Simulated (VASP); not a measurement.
Wanted: the native input for a VASP 6.6.1 run.

```
Task                   : molecular dynamics
Functional             : PBE
Dispersion             : D3(BJ)
Potentials or basis    : VASP PAW PBE potentials, release 64 (O, C)
Cutoff                 : 440 eV
k mesh                 : 1 × 1 × 1
Occupations            : fermi-dirac, width 0.05 eV
Spin                   : no spin polarisation
Dipole correction      : no
Further INCAR settings : PREC = Normal; ALGO = Normal; EDIFF = 1e-05; NBANDS = 78; ISYM = 0; MAXMIX = 40; IBRION = 0; POTIM = 1.0; NSW = 40
```

The structure of CO lies in POSCAR:

```
CO
1.0
    8.2268400000      0.0000000000      0.0000000000
    0.0000000000      8.2268400000      0.0000000000
    0.0000000000      0.0000000000      8.2268400000
O C
12 12
Direct
    0.5368312100      0.0271681200      0.5735511200
    0.7185970600      0.7713120000      0.2654753800
    0.2934344200      1.0314708600      0.2591238300
    0.4629797000      0.3976989500      0.1690747800
    0.3979617500      0.8055626300      0.8389064800
    0.5904582600      0.5447072100      0.6482298500
    0.7542379600      0.2103738100      0.9386415800
    0.9634337700      0.7433333400      0.9655617300
    0.0362127900      0.2161659900      0.5049391600
    0.1864482700      0.6109397500      0.5043604000
    0.2250037100      0.3219635600      0.8056531600
    0.8948302100      0.4450912200      0.2557930300
    0.6267532100      0.1188597600      0.5240637700
    0.7702604700      0.8504562500      0.3612601400
    0.1832163900      1.0584405200      0.1827512700
    0.5110360900      0.4304353700      0.2958965100
    0.4130752000      0.7248048700      0.9502249100
    0.7110025100      0.5051779400      0.7009398900
    0.6636256500      0.1150568000      0.9766102800
    0.8934043300      0.8164280800      0.8745825300
   -0.0428465500      0.1485146700      0.5961235100
    0.1655468700      0.7356725500      0.5616602000
    0.2674366200      0.1987295800      0.8525529300
    1.0216712900      0.4157881400      0.2158081700
```

The input as run:

INCAR

```
SYSTEM = CO
ALGO = Normal
EDIFF = 1E-5
ENCUT = 440
GGA = PE
GGA_COMPAT = .False.
IBRION = 0
ISIF = 2
ISMEAR = -1
ISYM = 0
IVDW = 12
LASPH = .True.
LCHARG = .True.
LREAL = .False.
LWAVE = .False.
MAXMIX = 40
MDALGO = 2
NBANDS = 78
NELM = 120
NELMIN = 4
NSW = 40
POTIM = 1.0
PREC = Normal
RANDOM_SEED = 949383 0 0
SIGMA = 0.05
SMASS = 0
TEBEG = 250.0
TEEND = 250.0
```

KPOINTS

```
k-points
0
Gamma
  1 1 1
  0 0 0
```

Potentials or basis: VASP PAW PBE potentials, release 64 (O, C).

Run with:

```bash
$ cat potpaw_PBE.64/O/POTCAR potpaw_PBE.64/C/POTCAR > POTCAR
$ mpirun -np 1 vasp_gam > vasp.out
```

It gave:

```yaml
Dispersion_energy_per_atom: -0.059 eV
```

Caveat: the k points lie up to 0.76 Å⁻¹ apart.

Wall time 5.5 min on 1 thread of Intel(R) Xeon(R) Platinum 8488C (Sapphire Rapids), with other jobs on the host, peak memory 0.31 GiB.
